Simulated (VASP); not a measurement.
# Si16C (a cell with a defect) in VASP: single point with PBE

Aim: the single point of Si16C (a cell with a defect) with PBE.

Program: VASP 6.6.1. These are calculated values, not measurements. Logs are shortened: lines on timing, memory, paths and dates and some standing lists are left out, and cuts for length are marked.

### 1 The cell of the first run

The cell holds a defect, 17 atoms: a = 7.679 Å, b = 7.679 Å, c = 7.679 Å, α = 60.00°, β = 60.00°, γ = 60.00°.

### 2 Single point, PBE, collinear spin, ferromagnetic start

Contents of INCAR:

```
ALGO = Normal
EDIFF = 1E-7
ENCUT = 520
GGA = PE
ISIF = 2
ISMEAR = -1
ISPIN = 2
LASPH = True
LCHARG = False
LORBIT = 11
LREAL = Auto
LWAVE = False
MAGMOM = 0 0 0 0 0 0 0 0 0 0 0 0 0 0 0 0 1
NBANDS = 52
NELM = 150
PREC = Accurate
SIGMA = 0.05
```

Contents of KPOINTS:

```
k-points
0
Gamma
  2 2 2
```

Contents of POSCAR:

```
Si16C
1.0
    0.0000000000      5.4300000000      5.4300000000
    5.4300000000      0.0000000000      5.4300000000
    5.4300000000      5.4300000000      0.0000000000
Si C
16 1
Direct
   -0.0231298359     -0.0219527493     -0.0015880272
    0.0962705656      0.0990404847      0.1523989311
   -0.0228797418     -0.0219588857      0.5468503573
    0.1983674024      0.1878625190      0.5574302342
   -0.0164370885      0.4732750561      0.0217015108
    0.1077742995      0.6103275625      0.1337008843
   -0.0272632814      0.5313622865      0.4981539766
    0.1078486148      0.6104063309      0.6484707903
    0.4703570698     -0.0124809543      0.0211757822
    0.6088104950      0.1163925846      0.1271952935
    0.5473674604     -0.0253072383      0.4892139862
    0.6090845424      0.1164004255      0.6478720453
    0.4809984559      0.4898673534      0.0177083428
    0.6098236624      0.6135095763      0.1384932794
    0.4811064491      0.4898854061      0.5117638469
    0.6028414747      0.6082726161      0.6446683736
    1.0488816555      1.0128255261      0.7193477928
```

Potentials or basis: VASP PAW PBE potentials, release 64 (Si, C).

The run is started by

```
$ cat potpaw_PBE.64/Si/POTCAR potpaw_PBE.64/C/POTCAR > POTCAR
$ mpirun -np 1 vasp_std > vasp.out
```

OUTCAR:

```text
EDIFF = 1E-7
   ENCUT = 520
   GGA = PE
   ISIF = 2
   ISMEAR = -1
   ISPIN = 2
   LASPH = True
   LORBIT = 11
   LREAL = Auto
   NELM = 150
   PREC = Accurate

 ion  position               nearest neighbor table
   1  0.977  0.978  0.998-  17 1.83   6 2.31  10 2.31   2 2.48   4 2.91
   2  0.096  0.099  0.152-   9 2.35   5 2.35   1 2.48   3 2.48
   3  0.977  0.978  0.547-  17 1.83   8 2.31  12 2.31   2 2.48   4 2.91
   4  0.198  0.188  0.557-  17 1.76   7 2.28  11 2.28   1 2.91   3 2.91
   5  0.984  0.473  0.022-   8 2.34   6 2.34  14 2.35   2 2.35
   6  0.108  0.610  0.134-   7 2.30   1 2.31  13 2.34   5 2.34
   7  0.973  0.531  0.498-   4 2.28   6 2.30   8 2.30  16 2.34
   8  0.108  0.610  0.648-   7 2.30   3 2.31  15 2.34   5 2.34
   9  0.470  0.988  0.021-  12 2.34  10 2.34  14 2.35   2 2.35
  10  0.609  0.116  0.127-  11 2.30   1 2.31  13 2.34   9 2.34
  11  0.547  0.975  0.489-   4 2.28  10 2.30  12 2.30  16 2.34
  12  0.609  0.116  0.648-  11 2.30   3 2.31  15 2.34   9 2.34
  13  0.481  0.490  0.018-  16 2.34  14 2.34   6 2.34  10 2.34
  14  0.610  0.614  0.138-  13 2.34  15 2.34   5 2.35   9 2.35
  15  0.481  0.490  0.512-  16 2.34  14 2.34   8 2.34  12 2.34
  16  0.603  0.608  0.645-  15 2.34   7 2.34  13 2.34  11 2.34
  17  0.049  0.013  0.719-   4 1.76   1 1.83   3 1.83

  LATTYP: Found a face centered cubic cell.
 ALAT       =    10.8600000000

  Lattice vectors:

 A1 = (   0.0000000000,   5.4300000000,   5.4300000000)
 A2 = (   5.4300000000,   0.0000000000,   5.4300000000)
 A3 = (   5.4300000000,   5.4300000000,   0.0000000000)

Analysis of symmetry for initial positions (statically):
=====================================================================
 Subroutine PRICEL returns:
 Original cell was already a primitive cell.

 Routine SETGRP: Setting up the symmetry group for a
 face centered cubic supercell.

 Subroutine GETGRP returns: Found  1 space group operations
 (whereof  1 operations were pure point group operations)
 out of a pool of 48 trial point group operations.

The static configuration has the point symmetry C_1 .

Analysis of symmetry for dynamics (positions and initial velocities):
=====================================================================
 Subroutine PRICEL returns:
 Original cell was already a primitive cell.

 Routine SETGRP: Setting up the symmetry group for a
 face centered cubic supercell.

 Subroutine GETGRP returns: Found  1 space group operations
[... 169 lines left out ...]

 Free energy of the ion-electron system (eV)
  ---------------------------------------------------
  ext. energy  EPLUGINS =         0.00000000
  ---------------------------------------------------
  free energy    TOTEN  =       -91.12714580 eV

  energy without entropy =      -91.09840709  energy(sigma->0) =      -91.11277645

 E-fermi :   6.4078     XC(G=0):  -9.5555

 val. band max:        6.3869207133   @ k =   0.5000   0.0000   0.0000
 cond. band min:       6.6517799103   @ k =   0.0000   0.0000   0.0000
 fundamental gap:      0.2648591970
 Fermi energy:         6.4078041895

 spin component 1

 k-point     1 :       0.0000    0.0000    0.0000
  band No.  band energies     occupation
      1      -6.9705      1.00000
      2      -5.3171      1.00000
      3      -3.8330      1.00000
      4      -3.8205      1.00000
      5      -3.7833      1.00000
      6      -2.9369      1.00000
[... 381 lines left out ...]
     45      10.0999      0.00000
     46      10.1141      0.00000
 Fermi energy:         6.4078041895

 spin component 2

 k-point     1 :       0.0000    0.0000    0.0000
  band No.  band energies     occupation
      1      -6.9704      1.00000
      2      -5.3171      1.00000
      3      -3.8329      1.00000
      4      -3.8204      1.00000
      5      -3.7832      1.00000
      6      -2.9369      1.00000
[... 381 lines left out ...]
     45      10.0999      0.00000
     46      10.1141      0.00000
 [bands above 46 left out]

------------------------ aborting loop because EDIFF is reached ----------------------------------------

  FORCE on cell =-STRESS in cart. coord.  units (eV):
  Direction    XX          YY          ZZ          XY          YZ          ZX
  --------------------------------------------------------------------------------------
  -------------------------------------------------------------------------------------
  Total        6.5285707      6.5268090     13.7523580     -2.7700526      0.1163506     -0.1149170
  in kB       32.6662447     32.6574298     68.8110629    -13.8601879      0.5821699     -0.5749967
  external PRESSURE =      44.7115791 kB  Pullay stress =       0.0000000 kB

 VOLUME and BASIS-vectors are now :
 -----------------------------------------------------------------------------
  energy-cutoff  :      520.00
  volume of cell :      320.21
      direct lattice vectors                 reciprocal lattice vectors
     0.000000000  5.430000000  5.430000000    -0.092081031  0.092081031  0.092081031
     5.430000000  0.000000000  5.430000000     0.092081031 -0.092081031  0.092081031
     5.430000000  5.430000000  0.000000000     0.092081031  0.092081031 -0.092081031

 POSITION                                       TOTAL-FORCE (eV/Angst)
 -----------------------------------------------------------------------------------
     10.73217     10.72578     10.61520        -0.035141     -0.022105      0.042455
      1.36532      1.35028      1.06054        -0.007790      0.010502     -0.033417
      8.28016      8.27516     10.61653         0.027793      0.034518      0.046841
      4.04694      4.10398      2.09723         0.003291     -0.007321     -0.048116
      2.68772      5.45859      7.91063        -0.002271      0.003604     -0.002604
      4.04007      1.31121      3.89929         0.007978      0.010621      0.014999
[... 9 lines left out ...]
      6.80347      6.77398      6.57635        -0.001765      0.002160      0.060137
      3.97570      4.17149      0.33507         0.007607     -0.015152     -0.026342
 -----------------------------------------------------------------------------------
    total drift:                               -0.006039      0.003230      0.007066

  FREE ENERGIE OF THE ION-ELECTRON SYSTEM (eV)
  ---------------------------------------------------
  free  energy   TOTEN  =       -91.1271458015 eV

  energy  without entropy=      -91.0984070940  energy(sigma->0) =      -91.11277645

 total charge

# of ion       s       p       d       tot
------------------------------------------
    1        0.746   0.930   0.000   1.675
    2        0.749   0.905   0.000   1.654
    3        0.746   0.930   0.000   1.675
    4        0.802   0.920   0.000   1.722
    5        0.738   0.960   0.000   1.698
    6        0.751   0.958   0.000   1.709
[... 9 lines left out ...]
   16        0.743   0.951   0.000   1.694
   17        0.881   1.608   0.000   2.489
--------------------------------------------------
tot         12.874  16.810   0.000  29.684

 magnetization (x)

# of ion       s       p       d       tot
------------------------------------------
    1        0.000   0.000   0.000   0.000
    2        0.000   0.000   0.000   0.000
    3        0.000   0.000   0.000   0.000
    4        0.000  -0.000   0.000  -0.000
    5        0.000   0.000   0.000   0.000
    6        0.000   0.000   0.000   0.000
[... 9 lines left out ...]
   16       -0.000   0.000   0.000   0.000
   17        0.000   0.000   0.000   0.000
--------------------------------------------------
tot          0.000   0.000   0.000   0.000
```

stdout:

```text
POSCAR found type information on POSCAR SiC
 POSCAR found :  2 types and      17 ions
 scaLAPACK will be used
 LDA part: xc-table for (Slater+PW92), standard interpolation
 POSCAR, INCAR and KPOINTS ok, starting setup
 FFT: planning ... GRIDC
 FFT: planning ... GRID_SOFT
 FFT: planning ... GRID
 WAVECAR not read
 entering main loop
```

Run time: 15 min. Hardware: 1 thread of Intel Xeon 6975P-C, shared host; peak memory 0.71 GiB.

Results:

| Property | Result |
| --- | --- |
| Free energy | -91.1271 eV |
| Pressure | 4.5 GPa |
| Largest force | 0.064 eV/Å |
| Band gap on the k mesh | zero (filled and empty bands overlap) |
| Net moment | 0.00 μB per cell |
| Valence electrons inside the program's atomic spheres | Si 1.68, 1.65, 1.72, 1.70, 1.71, 1.73, 1.69; C 2.49 |

Forces on the atoms (eV/Å):
```
Si  -0.035 -0.022  0.042
Si  -0.008  0.011 -0.033
Si   0.028  0.035  0.047
Si   0.003 -0.007 -0.048
Si  -0.002  0.004 -0.003
Si   0.008  0.011  0.015
Si   0.025 -0.025 -0.030
Si  -0.014 -0.004  0.014
Si   0.006 -0.004 -0.005
Si   0.005  0.012 -0.005
Si  -0.015  0.015 -0.021
Si  -0.010 -0.007 -0.006
Si  -0.021 -0.020 -0.003
Si   0.006 -0.004  0.005
Si   0.020  0.020 -0.004
Si  -0.002  0.002  0.060
C    0.008 -0.015 -0.026
```

Stress tensor (GPa, compression positive):
```
 3.27 -1.39 -0.06
-1.39  3.27  0.06
-0.06  0.06  6.88
```

Caveat: the k points lie up to 0.50 Å⁻¹ apart.
